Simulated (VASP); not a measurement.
# MoP in VASP: single point with PBE

Aim: the single point of MoP with PBE.

Everything below comes from runs of VASP 6.6.1. Logs are shortened: lines on timing, memory, paths and dates and some standing lists are left out, and cuts for length are marked.

### 1 The cell of the first run

The cell holds a slab with vacuum, 8 atoms: a = 3.241 Å, b = 3.241 Å, c = 26.183 Å, α = 90.00°, β = 90.00°, γ = 120.00°.

### 2 Single point, PBE

Contents of INCAR:

```
SYSTEM = MoP
  PREC = Accurate
  ENCUT = 520
  EDIFF = 1E-6
  ISMEAR = 0
  SIGMA = 0.1
  LREAL = .False.
  LASPH = .True.
  NELM = 100
  ALGO = Normal
  ISIF = 2
  LWAVE = .False.
  LCHARG = .True.
  LDIPOL = .True.
  IDIPOL = 3
  DIPOL = 0.5 0.5 0.500
  GGA = PE
  LELF = .True.
  LVHAR = .True.
  LVACPOTAV = .True.
  NBANDS = 48
```

Contents of KPOINTS:

```
regular mesh
0
Gamma
  12 12 1
  0 0 0
```

Contents of POSCAR:

```
MoP
1.0
    3.2410431069      0.0000000000      0.0000000000
   -1.6205215534      2.8068256653      0.0000000000
    0.0000000000      0.0000000000     26.1832933161
P Mo
4 4
Direct
    0.3333333333      0.6666666667      0.2859446813
    0.3333333333      0.6666666667      0.4091075083
    0.3333333333      0.6666666667      0.5313818487
    0.3333333333      0.6666666667      0.6558308848
    0.0000000000      0.0000000000      0.3467702583
    0.0000000000      0.0000000000      0.4697036132
    0.0000000000      0.0000000000      0.5918034058
    0.0000000000      0.0000000000      0.7094577995
```

Potentials or basis: VASP PAW PBE potentials, release 64 (P, Mo_sv).

Started as:

```sh
cat potpaw_PBE.64/P/POTCAR potpaw_PBE.64/Mo_sv/POTCAR > POTCAR
mpirun -np 1 vasp_std > vasp.out
```

OUTCAR:

```text
SYSTEM = MoP
   PREC = Accurate
   ENCUT = 520
   EDIFF = 1E-6
   ISMEAR = 0
   LREAL = .False.
   LASPH = .True.
   NELM = 100
   ISIF = 2
   GGA = PE

 ion  position               nearest neighbor table
   1  0.333  0.667  0.286-   5 2.46   5 2.46   5 2.46
   2  0.333  0.667  0.409-   6 2.45   6 2.45   6 2.45   5 2.48   5 2.48   5 2.48
   3  0.333  0.667  0.531-   7 2.45   7 2.45   7 2.45   6 2.47   6 2.47   6 2.47
   4  0.333  0.667  0.656-   8 2.34   8 2.34   8 2.34   7 2.51   7 2.51   7 2.51
   5  0.000  0.000  0.347-   1 2.46   1 2.46   1 2.46   2 2.48   2 2.48   2 2.48   6 3.22
   6  0.000  0.000  0.470-   2 2.45   2 2.45   2 2.45   3 2.47   3 2.47   3 2.47   7 3.20   5 3.22

   7  0.000  0.000  0.592-   3 2.45   3 2.45   3 2.45   4 2.51   4 2.51   4 2.51   8 3.08   6 3.20

   8  0.000  0.000  0.709-   4 2.34   4 2.34   4 2.34   7 3.08

  LATTYP: Found a hexagonal cell.
 ALAT       =     3.2410431069
 C/A-ratio  =     8.0786624715

  Lattice vectors:

 A1 = (   3.2410431069,   0.0000000000,   0.0000000000)
 A2 = (  -1.6205215534,   2.8068256653,   0.0000000000)
 A3 = (   0.0000000000,   0.0000000000,  26.1832933161)

Analysis of symmetry for initial positions (statically):
=====================================================================
 Subroutine PRICEL returns:
 Original cell was already a primitive cell.

 Routine SETGRP: Setting up the symmetry group for a
 hexagonal supercell.

 Subroutine GETGRP returns: Found  6 space group operations
 (whereof  6 operations were pure point group operations)
 out of a pool of 24 trial point group operations.

The static configuration has the point symmetry C_3v.

Analysis of symmetry for dynamics (positions and initial velocities):
=====================================================================
 Subroutine PRICEL returns:
 Original cell was already a primitive cell.

 Routine SETGRP: Setting up the symmetry group for a
 hexagonal supercell.

 Subroutine GETGRP returns: Found  6 space group operations
 (whereof  6 operations were pure point group operations)
 out of a pool of 24 trial point group operations.

The dynamic configuration has the point symmetry C_3v.

 Subroutine INISYM returns: Found  6 space group operations
 (whereof  6 operations are pure point group operations),
 and found     1 'primitive' translations

----------------------------------------------------------------------------------------

                                     Primitive cell

  volume of cell :     238.1905

  direct lattice vectors                    reciprocal lattice vectors
     3.241043107  0.000000000  0.000000000     0.308542641  0.178137177  0.000000000
    -1.620521553  2.806825665  0.000000000     0.000000000  0.356274354  0.000000000
     0.000000000  0.000000000 26.183293316     0.000000000  0.000000000  0.038192293

  length of vectors
     3.241043107  3.241043107 26.183293316     0.356274354  0.356274354  0.038192293

  position of ions in fractional coordinates (direct lattice)
     0.333333333  0.666666667  0.285944681
     0.333333333  0.666666667  0.409107508
     0.333333333  0.666666667  0.531381849
     0.333333333  0.666666667  0.655830885
     0.000000000  0.000000000  0.346770258
     0.000000000  0.000000000  0.469703613
     0.000000000  0.000000000  0.591803406
     0.000000000  0.000000000  0.709457800

  ion indices of the primitive-cell ions
   primitive index   ion index
                 1           1
                 2           2
                 3           3
                 4           4
                 5           5
                 6           6
                 7           7
                 8           8

----------------------------------------------------------------------------------------

 KPOINTS: regular mesh

Automatic generation of k-mesh.
 Grid dimensions read from file:
 generate k-points for:   12   12    1

 Generating k-lattice:

  Cartesian coordinates                     Fractional coordinates (reciprocal lattice)
     0.025711887  0.014844765  0.000000000     0.083333333  0.000000000  0.000000000
     0.000000000  0.029689529  0.000000000     0.000000000  0.083333333  0.000000000
     0.000000000  0.000000000  0.038192293     0.000000000  0.000000000  1.000000000

  Length of vectors
     0.029689529  0.029689529  0.038192293

  Shift w.r.t. Gamma in fractional coordinates (k-lattice)
     0.000000000  0.000000000  0.000000000

 Subroutine IBZKPT returns following result:
 ===========================================

 Found     19 irreducible k-points:

 Following reciprocal coordinates:
            Coordinates               Weight
  0.000000  0.000000  0.000000      1.000000
  0.083333 -0.000000  0.000000      6.000000
  0.166667 -0.000000  0.000000      6.000000
  0.250000 -0.000000  0.000000      6.000000
  0.333333  0.000000  0.000000      6.000000
  0.416667  0.000000  0.000000      6.000000
[... 11 lines left out ...]
  0.333333  0.250000  0.000000     12.000000
  0.333333  0.333333  0.000000      2.000000
   k-points           NKPTS =     19   k-points in BZ     NKDIM =     19   number of bands    NBANDS=     48
   number of dos      NEDOS =    301   number of ions     NIONS =      8
   total plane-waves  NPLWV = 112896
   dimension x,y,z NGX =    24 NGY =   24 NGZ =  196
   dimension x,y,z NGXF=    48 NGYF=   48 NGZF=  392
   ions per type =               4   4
   NGX,Y,Z   is equivalent  to a cutoff of  12.31, 12.31, 12.44 a.u.
   NGXF,Y,Z  is equivalent  to a cutoff of  24.62, 24.62, 24.89 a.u.
 SYSTEM =  MoP
   PREC   = accura    normal or accurate (medium, high low for compatibility)
   ISTART =      0    job   : 0-new  1-cont  2-samecut
   ICHARG =      2    charge: 1-file 2-atom 10-const
   ISPIN  =      1    spin polarized calculation?
   LNONCOLLINEAR =      F non collinear calculations
   LSORBIT =      F    spin-orbit coupling
   LASPH  =      T    aspherical Exc in radial PAW
   ENCUT  =  520.0 eV  38.22 Ry    6.18 a.u.   6.03  6.03 48.68*2*pi/ulx,y,z
   NELM   =    100;   NELMIN=  2; NELMDL= -5     # of ELM steps
   EDIFF  = 0.1E-05   stopping-criterion for ELM
   LREAL  =      F    real-space projection
   EDIFFG = 0.1E-04   stopping-criterion for IOM
   NSW    =      0    number of steps for IOM
   IBRION =     -1    ionic relax: 0-MD 1-quasi-New 2-CG
   NFREE  =      0    steps in history (QN), initial steepest desc. (CG)
   ISIF   =      2    stress and relaxation
   ISYM   =      2    0-nonsym 1-usesym 2-fastsym
   POTIM  = 0.5000    time-step for ionic-motion
   TEBEG  =    0.0;   TEEND  =   0.0 temperature during run
   PSTRESS=    0.0 pullay stress
   NELECT =      76.0000    total number of electrons
   NUPDOWN=      -1.0000    fix difference up-down
   EMIN   =  10.00;   EMAX   =-10.00  energy-range for DOS
   EFERMI =   0.00;   METHOD = LEGACY
   ISMEAR =     0;   SIGMA  =   0.10  broadening in eV -4-tet -1-fermi 0-gaus
   EFERMI_NEDOS =   21; number of points for ismear=-14 and -15
   IALGO  =     38    algorithm
   IMIX   =      4    mixing-type and parameters
     AMIX     =   0.40;   BMIX     =  1.00
     AMIX_MAG =   1.60;   BMIX_MAG =  1.00
  volume/ion in A,a.u.               =      29.77       200.92
  Fermi-wavevector in a.u.,A,eV,Ry     =   1.118677  2.113992 17.026836  1.251437
  Thomas-Fermi vector in A             =   2.255310
   LORBIT       =      0    0 simple, 1 ext, 2 COOP (PROOUT), +10 PAW based schemes
   GGA     = PE    functional components
   LHFCALC =     F    Hartree Fock is set to
   AEXX    =    0.0000 exact exchange contribution
   IVDW    =     0    specifies the selected vdW correction
   LEPSILON=     F    determine dielectric tensor
   LRPA    =     F    only Hartree local field effects (RPA)
 non-spin polarized calculation
 Gauss-broadening in eV      SIGMA  =   0.10
  energy-cutoff  :      520.00
  volume of cell :      238.19
 maximum number of plane-waves:      6474
   NGX = 13   NGY = 13   NGZ = 97

 dipolmoment           0.000000      0.000000      0.135279 electrons x Angstroem

 number of electron      75.9999999 magnetization

 dipolmoment           0.000000      0.000000     -0.074536 electrons x Angstroem

 Free energy of the ion-electron system (eV)
  ---------------------------------------------------
  ext. energy  EPLUGINS =         0.00000000
  ---------------------------------------------------
  free energy    TOTEN  =       -67.57077966 eV

  energy without entropy =      -67.54913842  energy(sigma->0) =      -67.55995904

 E-fermi :   3.1511     XC(G=0):  -6.9229

 val. band max:        3.1372761578   @ k =   0.3333   0.0000   0.0000
 cond. band min:       3.1970980905   @ k =   0.3333   0.1667   0.0000
 fundamental gap:      0.0598219328
 Fermi energy:         3.1511117318

 k-point     1 :       0.0000    0.0000    0.0000
  band No.  band energies     occupation
      1     -58.0333      2.00000
      2     -58.0039      2.00000
      3     -57.7386      2.00000
      4     -57.7311      2.00000
      5     -32.3922      2.00000
      6     -32.2618      2.00000
[... 40 lines left out ...]
     47       6.5832      0.00000
     48       7.1266      0.00000

 k-point     2 :       0.0833   -0.0000    0.0000
  band No.  band energies     occupation
      1     -58.0314      2.00000
      2     -58.0019      2.00000
      3     -57.7367      2.00000
      4     -57.7292      2.00000
      5     -32.3878      2.00000
      6     -32.2582      2.00000
[... 40 lines left out ...]
     47       6.8249      0.00000
     48       7.1365      0.00000

 k-point     3 :       0.1667   -0.0000    0.0000
  band No.  band energies     occupation
      1     -58.0260      2.00000
      2     -57.9966      2.00000
      3     -57.7313      2.00000
      4     -57.7240      2.00000
      5     -32.3757      2.00000
      6     -32.2483      2.00000
[... 805 lines left out ...]
     47       6.3903      0.00000
     48       6.7082      0.00000

 k-point    19 :       0.3333    0.3333    0.0000
  band No.  band energies     occupation
      1     -57.9999      2.00000
      2     -57.9710      2.00000
      3     -57.7056      2.00000
      4     -57.6991      2.00000
      5     -32.3172      2.00000
      6     -32.2112      2.00000
[... 40 lines left out ...]
     47       6.3251      0.00000
     48       7.3626      0.00000

------------------------ aborting loop because EDIFF is reached ----------------------------------------

  FORCE on cell =-STRESS in cart. coord.  units (eV):
  Direction    XX          YY          ZZ          XY          YZ          ZX
  --------------------------------------------------------------------------------------
  -------------------------------------------------------------------------------------
  Total       -3.7110389     -3.7110389      0.0417210     -0.0000000      0.0000000      0.0000000
  in kB      -24.9621263    -24.9621263      0.2806345     -0.0000000      0.0000000      0.0000000
  external PRESSURE =     -16.5478727 kB  Pullay stress =       0.0000000 kB

 VOLUME and BASIS-vectors are now :
 -----------------------------------------------------------------------------
  energy-cutoff  :      520.00
  volume of cell :      238.19
      direct lattice vectors                 reciprocal lattice vectors
     3.241043107  0.000000000  0.000000000     0.308542641  0.178137177  0.000000000
    -1.620521553  2.806825665  0.000000000     0.000000000  0.356274354  0.000000000
     0.000000000  0.000000000 26.183293316     0.000000000  0.000000000  0.038192293

 POSITION                                       TOTAL-FORCE (eV/Angst)
 -----------------------------------------------------------------------------------
     -0.00000      1.87122      7.48697         0.000000     -0.000000     -0.002933
     -0.00000      1.87122     10.71178        -0.000000      0.000000     -0.002426
     -0.00000      1.87122     13.91333        -0.000000     -0.000000     -0.004372
     -0.00000      1.87122     17.17181        -0.000000     -0.000000      0.000317
      0.00000      0.00000      9.07959        -0.000000     -0.000000     -0.006369
      0.00000      0.00000     12.29839         0.000000      0.000000      0.006187
      0.00000      0.00000     15.49536        -0.000000     -0.000000      0.005222
      0.00000      0.00000     18.57594         0.000000      0.000000      0.004372
 -----------------------------------------------------------------------------------
    total drift:                                0.000000      0.000000      0.000423

  FREE ENERGIE OF THE ION-ELECTRON SYSTEM (eV)
  ---------------------------------------------------
  free  energy   TOTEN  =       -67.5707796631 eV

  energy  without entropy=      -67.5491384158  energy(sigma->0) =      -67.55995904

 vacuum level on the upper side and lower side of the slab         7.255         8.739
```

Run time: 8.5 min. Hardware: 1 thread of Intel Xeon Platinum 8375C at 2.90GHz (Ice Lake), shared host; peak memory 0.42 GiB.

Results:

| Quantity | Value |
| --- | --- |
| Free energy | -67.5708 eV |
| Largest force | 0.006 eV/Å |
| Band gap on the k mesh | zero (band 38 reaches 3.64 eV, above the bottom of band 39 at 2.78 eV) |

Forces on the atoms (eV/Å):
```
P    0.000  0.000 -0.003
P    0.000  0.000 -0.002
P    0.000  0.000 -0.004
P    0.000  0.000  0.000
Mo   0.000  0.000 -0.006
Mo   0.000  0.000  0.006
Mo   0.000  0.000  0.005
Mo   0.000  0.000  0.004
```
